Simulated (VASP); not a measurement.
# GaSb3 (I4mm) in VASP: single point with PBE

Aim: the single point of GaSb3 with PBE.

Program: VASP 6.6.1. These are calculated values, not measurements. Logs are shortened: lines on timing, memory, paths and dates and some standing lists are left out, and cuts for length are marked.

## (1) The cell of the first run

Symmetry: I4mm, No. 107, tetragonal system. The conventional cell has a = 5.061 Å, b = 5.061 Å, c = 7.828 Å, α = 90.00°, β = 90.00°, γ = 90.00°. Ga (site symmetry 4mm) has 14 Sb at 3.18 to 4.00 Å within 4.2 Å. Sb (site symmetry 2mm) has 10 Sb at 3.17 to 3.91 Å and 4 Ga at 3.18 to 3.22 Å within 4.2 Å. Sb (site symmetry 4mm) has 8 Sb at 3.17 to 3.23 Å and 6 Ga at 3.58 to 4.00 Å within 4.2 Å.

## (2) Single point, PBE (strained and its atoms moved)

Contents of INCAR:

```
SYSTEM = GaSb3
PREC = Accurate
ENCUT = 520
EDIFF = 1E-7
ISMEAR = 0
SIGMA = 0.1
LREAL = .False.
LASPH = .True.
NELM = 100
ALGO = Normal
ISIF = 2
LWAVE = .False.
LCHARG = .False.
GGA = PE
NBANDS = 22
```

Contents of KPOINTS:

```
regular mesh
0
Gamma
  10 10 10
  0 0 0
```

Contents of POSCAR:

```
GaSb3
1.0
    0.0000000000      3.9141029680      3.5783494180
    3.5783494180      0.0000000000      3.5783494180
    3.5783494180      3.9141029680      0.0000000000
Ga Sb
1 3
Direct
   -0.0052840202      0.0052840202     -0.0052840202
    0.2496228161      0.2503771839      0.2496228161
    0.7496228161      0.7503771839      0.7496228161
    0.5060383880      0.4939616120      0.5060383880
```

Potentials or basis: VASP PAW PBE potentials, release 64 (Ga_d, Sb).

Started as:

```bash
$ cat potpaw_PBE.64/Ga_d/POTCAR potpaw_PBE.64/Sb/POTCAR > POTCAR
$ mpirun -np 1 vasp_std > vasp.out
```

OUTCAR:

```text
SYSTEM = GaSb3
   PREC = Accurate
   ENCUT = 520
   EDIFF = 1E-7
   ISMEAR = 0
   LREAL = .False.
   LASPH = .True.
   NELM = 100
   ISIF = 2
   GGA = PE

 ion  position               nearest neighbor table
   1  0.995  0.005  0.995-   3 3.18   3 3.18   2 3.18   2 3.18   3 3.22   3 3.22   2 3.22   2 3.22

   2  0.250  0.250  0.250-   4 3.17   4 3.17   1 3.18   1 3.18   1 3.22   1 3.22   4 3.23   4 3.23
                             3 3.58   3 3.58   3 3.58   3 3.58
   3  0.750  0.750  0.750-   4 3.17   4 3.17   1 3.18   1 3.18   1 3.22   1 3.22   4 3.23   4 3.23
                             2 3.58   2 3.58   2 3.58   2 3.58
   4  0.506  0.494  0.506-   2 3.17   2 3.17   3 3.17   3 3.17   2 3.23   3 3.23   2 3.23   3 3.23

  LATTYP: Found a body centered tetragonal cell.
 ALAT       =     5.0605502778
 C/A-ratio  =     1.5469080448

  Lattice vectors:

 A1 = (   0.0000000000,  -3.9141029680,   3.5783494180)
 A2 = (   0.0000000000,  -3.9141029680,  -3.5783494180)
 A3 = (   3.5783494180,   3.9141029680,   0.0000000000)

Analysis of symmetry for initial positions (statically):
=====================================================================
 Subroutine PRICEL returns:
 Original cell was already a primitive cell.

 Routine SETGRP: Setting up the symmetry group for a
 body centered tetragonal supercell.

 Subroutine GETGRP returns: Found  8 space group operations
 (whereof  8 operations were pure point group operations)
 out of a pool of 16 trial point group operations.

The static configuration has the point symmetry C_4v.

Analysis of symmetry for dynamics (positions and initial velocities):
=====================================================================
 Subroutine PRICEL returns:
 Original cell was already a primitive cell.

 Routine SETGRP: Setting up the symmetry group for a
 body centered tetragonal supercell.

 Subroutine GETGRP returns: Found  8 space group operations
 (whereof  8 operations were pure point group operations)
 out of a pool of 16 trial point group operations.

The dynamic configuration has the point symmetry C_4v.

 Subroutine INISYM returns: Found  8 space group operations
 (whereof  8 operations are pure point group operations),
 and found     1 'primitive' translations

----------------------------------------------------------------------------------------

                                     Primitive cell

  volume of cell :     100.2369

  direct lattice vectors                    reciprocal lattice vectors
     0.000000000  3.914102968  3.578349418    -0.139729228  0.127743190  0.139729228
     3.578349418  0.000000000  3.578349418     0.139729228 -0.127743190  0.139729228
     3.578349418  3.914102968  0.000000000     0.139729228  0.127743190 -0.139729228

  length of vectors
     5.303280739  5.060550278  5.303280739     0.235301587  0.235301587  0.235301587

  position of ions in fractional coordinates (direct lattice)
     0.994715980  0.005284020  0.994715980
     0.249622816  0.250377184  0.249622816
     0.749622816  0.750377184  0.749622816
     0.506038388  0.493961612  0.506038388

  ion indices of the primitive-cell ions
   primitive index   ion index
                 1           1
                 2           2
                 3           3
                 4           4

----------------------------------------------------------------------------------------

 KPOINTS: regular mesh

Automatic generation of k-mesh.
 Grid dimensions read from file:
 generate k-points for:   10   10   10

 Generating k-lattice:

  Cartesian coordinates                     Fractional coordinates (reciprocal lattice)
    -0.013972923  0.012774319  0.013972923     0.100000000  0.000000000  0.000000000
     0.013972923 -0.012774319  0.013972923     0.000000000  0.100000000  0.000000000
     0.013972923  0.012774319 -0.013972923     0.000000000  0.000000000  0.100000000

  Length of vectors
     0.023530159  0.023530159  0.023530159

  Shift w.r.t. Gamma in fractional coordinates (k-lattice)
     0.000000000  0.000000000  0.000000000

 Subroutine IBZKPT returns following result:
 ===========================================

 Found    102 irreducible k-points:

 Following reciprocal coordinates:
            Coordinates               Weight
  0.000000  0.000000  0.000000      1.000000
  0.100000  0.000000 -0.000000      8.000000
  0.200000  0.000000 -0.000000      8.000000
  0.300000  0.000000 -0.000000      8.000000
  0.400000  0.000000  0.000000      8.000000
  0.500000  0.000000  0.000000      4.000000
[... 16 lines left out ...]
  0.300000  0.300000  0.000000      4.000000
  0.400000  0.300000  0.000000     16.000000
 [... further k-points ...]
   k-points           NKPTS =    102   k-points in BZ     NKDIM =    102   number of bands    NBANDS=     22
   number of dos      NEDOS =    301   number of ions     NIONS =      4
   total plane-waves  NPLWV =  64000
   dimension x,y,z NGX =    40 NGY =   40 NGZ =   40
   dimension x,y,z NGXF=    80 NGYF=   80 NGZF=   80
   ions per type =               1   3
   NGX,Y,Z   is equivalent  to a cutoff of  12.54, 13.14, 12.54 a.u.
   NGXF,Y,Z  is equivalent  to a cutoff of  25.08, 26.28, 25.08 a.u.
 SYSTEM =  GaSb3
   PREC   = accura    normal or accurate (medium, high low for compatibility)
   ISTART =      0    job   : 0-new  1-cont  2-samecut
   ICHARG =      2    charge: 1-file 2-atom 10-const
   ISPIN  =      1    spin polarized calculation?
   LNONCOLLINEAR =      F non collinear calculations
   LSORBIT =      F    spin-orbit coupling
   LASPH  =      T    aspherical Exc in radial PAW
   ENCUT  =  520.0 eV  38.22 Ry    6.18 a.u.   9.86  9.41  9.86*2*pi/ulx,y,z
   NELM   =    100;   NELMIN=  2; NELMDL= -5     # of ELM steps
   EDIFF  = 0.1E-06   stopping-criterion for ELM
   LREAL  =      F    real-space projection
   EDIFFG = 0.1E-05   stopping-criterion for IOM
   NSW    =      0    number of steps for IOM
   IBRION =     -1    ionic relax: 0-MD 1-quasi-New 2-CG
   NFREE  =      0    steps in history (QN), initial steepest desc. (CG)
   ISIF   =      2    stress and relaxation
   ISYM   =      2    0-nonsym 1-usesym 2-fastsym
   POTIM  = 0.5000    time-step for ionic-motion
   TEBEG  =    0.0;   TEEND  =   0.0 temperature during run
   PSTRESS=    0.0 pullay stress
   NELECT =      28.0000    total number of electrons
   NUPDOWN=      -1.0000    fix difference up-down
   EMIN   =  10.00;   EMAX   =-10.00  energy-range for DOS
   EFERMI =   0.00;   METHOD = LEGACY
   ISMEAR =     0;   SIGMA  =   0.10  broadening in eV -4-tet -1-fermi 0-gaus
   EFERMI_NEDOS =   21; number of points for ismear=-14 and -15
   IALGO  =     38    algorithm
   IMIX   =      4    mixing-type and parameters
     AMIX     =   0.40;   BMIX     =  1.00
     AMIX_MAG =   1.60;   BMIX_MAG =  1.00
  volume/ion in A,a.u.               =      25.06       169.11
  Fermi-wavevector in a.u.,A,eV,Ry     =   1.070167  2.022323 15.582176  1.145258
  Thomas-Fermi vector in A             =   2.205869
   LORBIT       =      0    0 simple, 1 ext, 2 COOP (PROOUT), +10 PAW based schemes
   GGA     = PE    functional components
   LHFCALC =     F    Hartree Fock is set to
   AEXX    =    0.0000 exact exchange contribution
   IVDW    =     0    specifies the selected vdW correction
   LEPSILON=     F    determine dielectric tensor
   LRPA    =     F    only Hartree local field effects (RPA)
 non-spin polarized calculation
 Gauss-broadening in eV      SIGMA  =   0.10
  energy-cutoff  :      520.00
  volume of cell :      100.24
 maximum number of plane-waves:      2722
   NGX = 19   NGY = 19   NGZ = 19

 number of electron      27.9999997 magnetization

 Free energy of the ion-electron system (eV)
  ---------------------------------------------------
  ext. energy  EPLUGINS =         0.00000000
  ---------------------------------------------------
  free energy    TOTEN  =       -14.48691968 eV

  energy without entropy =      -14.47305741  energy(sigma->0) =      -14.47998854

 E-fermi :   7.9117     XC(G=0): -10.3467

 val. band max:        7.9062516875   @ k =   0.1000   0.0000  -0.0000
 cond. band min:       7.9159398643   @ k =   0.2000  -0.1000   0.1000
 fundamental gap:      0.0096881768
 Fermi energy:         7.9116886626

 k-point     1 :       0.0000    0.0000    0.0000
  band No.  band energies     occupation
      1      -6.9382      2.00000
      2      -6.9326      2.00000
      3      -6.9326      2.00000
      4      -6.9257      2.00000
      5      -6.9166      2.00000
      6      -4.8205      2.00000
[... 14 lines left out ...]
     21      14.6839      0.00000
     22      14.9784      0.00000

 k-point     2 :       0.1000    0.0000   -0.0000
  band No.  band energies     occupation
      1      -6.9381      2.00000
      2      -6.9330      2.00000
      3      -6.9324      2.00000
      4      -6.9259      2.00000
      5      -6.9166      2.00000
      6      -4.7407      2.00000
[... 14 lines left out ...]
     21      14.0931      0.00000
     22      14.7028      0.00000

 k-point     3 :       0.2000    0.0000   -0.0000
  band No.  band energies     occupation
      1      -6.9382      2.00000
      2      -6.9337      2.00000
      3      -6.9318      2.00000
      4      -6.9262      2.00000
      5      -6.9166      2.00000
      6      -4.5025      2.00000
[... 14 lines left out ...]
     21      13.0298      0.00000
     22      13.8771      0.00000
[... 476 lines left out ...]
 k-point    23 :       0.3000    0.3000    0.0000
  band No.  band energies     occupation
      1      -6.9397      2.00000
      2      -6.9339      2.00000
      3      -6.9302      2.00000
      4      -6.9293      2.00000
      5      -6.9159      2.00000
      6      -3.8177      2.00000
[... 14 lines left out ...]
     21      12.2830      0.00000
     22      12.8397      0.00000

 k-point    24 :       0.4000    0.3000    0.0000
  band No.  band energies     occupation
      1      -6.9408      2.00000
      2      -6.9333      2.00000
      3      -6.9303      2.00000
      4      -6.9298      2.00000
      5      -6.9158      2.00000
      6      -3.4182      2.00000
[... 14 lines left out ...]
     21      12.3980      0.00000
     22      12.9781      0.00000

 [... further k-points ...]

------------------------ aborting loop because EDIFF is reached ----------------------------------------

  FORCE on cell =-STRESS in cart. coord.  units (eV):
  Direction    XX          YY          ZZ          XY          YZ          ZX
  --------------------------------------------------------------------------------------
  -------------------------------------------------------------------------------------
  Total        1.3908938     -0.0162961      1.3908938     -0.0000000      0.0000000      0.0000000
  in kB       22.2319116     -0.2604756     22.2319116     -0.0000000      0.0000000      0.0000000
  external PRESSURE =      14.7344492 kB  Pullay stress =       0.0000000 kB

 VOLUME and BASIS-vectors are now :
 -----------------------------------------------------------------------------
  energy-cutoff  :      520.00
  volume of cell :      100.24
      direct lattice vectors                 reciprocal lattice vectors
     0.000000000  3.914102968  3.578349418    -0.139729228  0.127743190  0.139729228
     3.578349418  0.000000000  3.578349418     0.139729228 -0.127743190  0.139729228
     3.578349418  3.914102968  0.000000000     0.139729228  0.127743190 -0.139729228

 POSITION                                       TOTAL-FORCE (eV/Angst)
 -----------------------------------------------------------------------------------
      3.57835      7.78684      3.57835         0.000000      0.083034      0.000000
      1.78917      1.95410      1.78917         0.000000      0.035329      0.000000
      5.36752      5.86820      5.36752         0.000000      0.035329      0.000000
      3.57835      3.96137      3.57835         0.000000     -0.153692      0.000000
 -----------------------------------------------------------------------------------
    total drift:                               -0.000002      0.000002     -0.000002

  FREE ENERGIE OF THE ION-ELECTRON SYSTEM (eV)
  ---------------------------------------------------
  free  energy   TOTEN  =       -14.4869196770 eV

  energy  without entropy=      -14.4730574075  energy(sigma->0) =      -14.47998854
```

Run time: 84 s. Hardware: 1 thread of Intel Xeon 6975P-C (Granite Rapids), shared host; peak memory 0.38 GiB.

What came out:

```
Free energy            : -14.4869 eV
Pressure               : 1.5 GPa
Largest force          : 0.154 eV/Å
Band gap on the k mesh : zero (band 14 reaches 9.87 eV, above the bottom of band 15 at 5.62 eV)
```

Forces on the atoms (eV/Å):
```
Ga   0.000  0.083  0.000
Sb   0.000  0.035  0.000
Sb   0.000  0.035  0.000
Sb   0.000 -0.154  0.000
```

Caveat: the cell differs from its parent crystal (strained and its atoms moved); spin-orbit coupling is left out, which moves the levels of the heavy elements.
